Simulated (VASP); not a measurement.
# SiGe3Ru2 (P4/mmm) in VASP: notebook, part 2 of 2

VASP 6.6.1. Earlier steps stand in the parts before.

## (3) Single point, PBE

This run uses another cell than the first one, of 19.71 Å³/atom.

File INCAR:

```
SYSTEM = SiGe3Ru2
ALGO = Normal
EDIFF = 1E-7
ENCUT = 520
GGA = PE
ISIF = 2
ISMEAR = 0
LASPH = .TRUE.
LCHARG = .TRUE.
LELF = .TRUE.
LREAL = .FALSE.
LVHAR = .TRUE.
LWAVE = .FALSE.
NBANDS = 46
NELM = 100
PREC = Accurate
SIGMA = 0.1
```

File KPOINTS:

```
k-points
0
G
  10 10 4
  0 0 0
```

File POSCAR:

```
SiGe3Ru2
1.0
    3.6293367653      0.0000000000      0.0000000000
    0.0000000000      3.6293367653      0.0000000000
    0.0000000000      0.0000000000      8.9769127157
Si Ge Ru
1 3 2
Direct
    0.0000000000      0.0000000000      0.0000000000
    0.5000000000      0.5000000000      0.7058870956
    0.5000000000      0.5000000000      0.2941129044
    0.5000000000      0.5000000000      0.0000000000
    0.0000000000      0.5000000000      0.5000000000
    0.5000000000      0.0000000000      0.5000000000
```

Potentials or basis: VASP PAW PBE potentials, release 64 (Si, Ge_d, Ru_pv).

The run is started by

```sh
$ cat potpaw_PBE.64/Si/POTCAR potpaw_PBE.64/Ge_d/POTCAR potpaw_PBE.64/Ru_pv/POTCAR > POTCAR
$ mpirun -np 1 vasp_std > vasp.out
```

OUTCAR:

```text
SYSTEM = SiGe3Ru2
   EDIFF = 1E-7
   ENCUT = 520
   GGA = PE
   ISIF = 2
   ISMEAR = 0
   LASPH = .TRUE.
   LREAL = .FALSE.
   NELM = 100
   PREC = Accurate

 ion  position               nearest neighbor table
   1  0.000  0.000  0.000-   4 2.57   4 2.57   4 2.57   4 2.57
   2  0.500  0.500  0.706-   5 2.59   6 2.59   6 2.59   5 2.59   4 2.64
   3  0.500  0.500  0.294-   5 2.59   6 2.59   6 2.59   5 2.59   4 2.64
   4  0.500  0.500  0.000-   1 2.57   1 2.57   1 2.57   1 2.57   3 2.64   2 2.64
   5  0.000  0.500  0.500-   6 2.57   6 2.57   6 2.57   6 2.57   2 2.59   3 2.59   2 2.59   3 2.59

   6  0.500  0.000  0.500-   5 2.57   5 2.57   5 2.57   5 2.57   3 2.59   3 2.59   2 2.59   2 2.59

  LATTYP: Found a simple tetragonal cell.
 ALAT       =     3.6293367653
 C/A-ratio  =     2.4734306283

  Lattice vectors:

 A1 = (   3.6293367653,   0.0000000000,   0.0000000000)
 A2 = (   0.0000000000,   3.6293367653,   0.0000000000)
 A3 = (   0.0000000000,   0.0000000000,   8.9769127157)

Analysis of symmetry for initial positions (statically):
=====================================================================
 Subroutine PRICEL returns:
 Original cell was already a primitive cell.

 Routine SETGRP: Setting up the symmetry group for a
 simple tetragonal supercell.

 Subroutine GETGRP returns: Found 16 space group operations
 (whereof 16 operations were pure point group operations)
 out of a pool of 16 trial point group operations.

The static configuration has the point symmetry D_4h.

Analysis of symmetry for dynamics (positions and initial velocities):
=====================================================================
 Subroutine PRICEL returns:
 Original cell was already a primitive cell.

 Routine SETGRP: Setting up the symmetry group for a
 simple tetragonal supercell.

 Subroutine GETGRP returns: Found 16 space group operations
 (whereof 16 operations were pure point group operations)
 out of a pool of 16 trial point group operations.

The dynamic configuration has the point symmetry D_4h.

 Subroutine INISYM returns: Found 16 space group operations
 (whereof 16 operations are pure point group operations),
 and found     1 'primitive' translations

----------------------------------------------------------------------------------------

                                     Primitive cell

  volume of cell :     118.2447

  direct lattice vectors                    reciprocal lattice vectors
     3.629336765  0.000000000  0.000000000     0.275532436  0.000000000  0.000000000
     0.000000000  3.629336765  0.000000000     0.000000000  0.275532436  0.000000000
     0.000000000  0.000000000  8.976912716     0.000000000  0.000000000  0.111396872

  length of vectors
     3.629336765  3.629336765  8.976912716     0.275532436  0.275532436  0.111396872

  position of ions in fractional coordinates (direct lattice)
     0.000000000  0.000000000  0.000000000
     0.500000000  0.500000000  0.705887096
     0.500000000  0.500000000  0.294112904
     0.500000000  0.500000000  0.000000000
     0.000000000  0.500000000  0.500000000
     0.500000000  0.000000000  0.500000000

  ion indices of the primitive-cell ions
   primitive index   ion index
                 1           1
                 2           2
                 3           3
                 4           4
[... 34 lines left out ...]
  0.300000  0.000000  0.000000      4.000000
  0.400000  0.000000  0.000000      4.000000
  0.500000  0.000000  0.000000      2.000000
[... 16 lines left out ...]
  0.100000  0.000000  0.250000      8.000000
  0.200000  0.000000  0.250000      8.000000
 [... further k-points ...]
   k-points           NKPTS =     63   k-points in BZ     NKDIM =     63   number of bands    NBANDS=     46
   number of dos      NEDOS =    301   number of ions     NIONS =      6
   total plane-waves  NPLWV =  54880
   dimension x,y,z NGX =    28 NGY =   28 NGZ =   70
   dimension x,y,z NGXF=    56 NGYF=   56 NGZF=  140
   ions per type =               1   3   2
   NGX,Y,Z   is equivalent  to a cutoff of  12.83, 12.83, 12.96 a.u.
   NGXF,Y,Z  is equivalent  to a cutoff of  25.65, 25.65, 25.93 a.u.
 SYSTEM =  SiGe3Ru2
   PREC   = accura    normal or accurate (medium, high low for compatibility)
   ISTART =      0    job   : 0-new  1-cont  2-samecut
   ICHARG =      2    charge: 1-file 2-atom 10-const
   ISPIN  =      1    spin polarized calculation?
   LNONCOLLINEAR =      F non collinear calculations
   LSORBIT =      F    spin-orbit coupling
   LASPH  =      T    aspherical Exc in radial PAW
   ENCUT  =  520.0 eV  38.22 Ry    6.18 a.u.   6.75  6.75 16.69*2*pi/ulx,y,z
   NELM   =    100;   NELMIN=  2; NELMDL= -5     # of ELM steps
   EDIFF  = 0.1E-06   stopping-criterion for ELM
   LREAL  =      F    real-space projection
   EDIFFG = 0.1E-05   stopping-criterion for IOM
   NSW    =      0    number of steps for IOM
   IBRION =     -1    ionic relax: 0-MD 1-quasi-New 2-CG
   NFREE  =      0    steps in history (QN), initial steepest desc. (CG)
   ISIF   =      2    stress and relaxation
   ISYM   =      2    0-nonsym 1-usesym 2-fastsym
   POTIM  = 0.5000    time-step for ionic-motion
   TEBEG  =    0.0;   TEEND  =   0.0 temperature during run
   PSTRESS=    0.0 pullay stress
   NELECT =      74.0000    total number of electrons
   NUPDOWN=      -1.0000    fix difference up-down
   EMIN   =  10.00;   EMAX   =-10.00  energy-range for DOS
   EFERMI =   0.00;   METHOD = LEGACY
   ISMEAR =     0;   SIGMA  =   0.10  broadening in eV -4-tet -1-fermi 0-gaus
   EFERMI_NEDOS =   21; number of points for ismear=-14 and -15
   IALGO  =     38    algorithm
   IMIX   =      4    mixing-type and parameters
     AMIX     =   0.40;   BMIX     =  1.00
     AMIX_MAG =   1.60;   BMIX_MAG =  1.00
  volume/ion in A,a.u.               =      19.71       132.99
  Fermi-wavevector in a.u.,A,eV,Ry     =   1.400312  2.646206 26.679316  1.960874
  Thomas-Fermi vector in A             =   2.523285
   LORBIT       =      0    0 simple, 1 ext, 2 COOP (PROOUT), +10 PAW based schemes
   GGA     = PE    functional components
   LHFCALC =     F    Hartree Fock is set to
   AEXX    =    0.0000 exact exchange contribution
   IVDW    =     0    specifies the selected vdW correction
   LEPSILON=     F    determine dielectric tensor
   LRPA    =     F    only Hartree local field effects (RPA)
 non-spin polarized calculation
 Gauss-broadening in eV      SIGMA  =   0.10
  energy-cutoff  :      520.00
  volume of cell :      118.24
 maximum number of plane-waves:      3220
 NGX is ok and might be reduce to    28
   NGX = 13   NGY = 13   NGZ = 33

 number of electron      74.0000043 magnetization

 Free energy of the ion-electron system (eV)
  ---------------------------------------------------
  ext. energy  EPLUGINS =         0.00000000
  ---------------------------------------------------
  free energy    TOTEN  =       -34.29447015 eV

  energy without entropy =      -34.26310941  energy(sigma->0) =      -34.27878978

 E-fermi :   6.4474     XC(G=0): -10.8603

 val. band max:        6.4429911216   @ k =   0.2000   0.1000   0.5000
 cond. band min:       6.4618977042   @ k =   0.4000   0.3000   0.0000
 fundamental gap:      0.0189065826
 Fermi energy:         6.4473618086

 k-point     1 :       0.0000    0.0000    0.0000
  band No.  band energies     occupation
      1     -36.5762      2.00000
      2     -36.5762      2.00000
      3     -36.1724      2.00000
      4     -35.9763      2.00000
      5     -35.8049      2.00000
      6     -35.8049      2.00000
[... 1165 lines left out ...]
     45      11.4665      0.00000
     46      12.3413      0.00000

 [... further k-points ...]

------------------------ aborting loop because EDIFF is reached ----------------------------------------

  FORCE on cell =-STRESS in cart. coord.  units (eV):
  Direction    XX          YY          ZZ          XY          YZ          ZX
  --------------------------------------------------------------------------------------
  -------------------------------------------------------------------------------------
  Total        0.0203138      0.0203138      0.0231698      0.0000000      0.0000000      0.0000000
  in kB        0.2752449      0.2752449      0.3139435      0.0000000      0.0000000      0.0000000
  external PRESSURE =       0.2881444 kB  Pullay stress =       0.0000000 kB

 VOLUME and BASIS-vectors are now :
 -----------------------------------------------------------------------------
  energy-cutoff  :      520.00
  volume of cell :      118.24
      direct lattice vectors                 reciprocal lattice vectors
     3.629336765  0.000000000  0.000000000     0.275532436  0.000000000  0.000000000
     0.000000000  3.629336765  0.000000000     0.000000000  0.275532436  0.000000000
     0.000000000  0.000000000  8.976912716     0.000000000  0.000000000  0.111396872

 POSITION                                       TOTAL-FORCE (eV/Angst)
 -----------------------------------------------------------------------------------
      0.00000      0.00000      0.00000        -0.000000     -0.000000     -0.000000
      1.81467      1.81467      6.33669         0.000000      0.000000      0.020073
      1.81467      1.81467      2.64023        -0.000000      0.000000     -0.020073
      1.81467      1.81467      0.00000        -0.000000     -0.000000     -0.000000
      0.00000      1.81467      4.48846        -0.000000     -0.000000     -0.000000
      1.81467      0.00000      4.48846        -0.000000     -0.000000     -0.000000
 -----------------------------------------------------------------------------------
    total drift:                                0.000000      0.000000      0.000000

  FREE ENERGIE OF THE ION-ELECTRON SYSTEM (eV)
  ---------------------------------------------------
  free  energy   TOTEN  =       -34.2944701511 eV

  energy  without entropy=      -34.2631094061  energy(sigma->0) =      -34.27878978
```

Wall time 3.7 min (1 thread of Intel Xeon Platinum 8488C (Sapphire Rapids), shared host); peak memory 0.41 GiB.

What came out:

* Free energy: -34.2945 eV
* Pressure: 0.0 GPa
* Largest force: 0.020 eV/Å
* Band gap on the k mesh: zero (bands 37 and 38 overlap by 1.78 eV)

Forces on the atoms (eV/Å):
```
Si   0.000  0.000  0.000
Ge   0.000  0.000  0.020
Ge   0.000  0.000 -0.020
Ge   0.000  0.000  0.000
Ru   0.000  0.000  0.000
Ru   0.000  0.000  0.000
```

The gap in the log of VASP goes by the Fermi energy; the results here count the filled bands.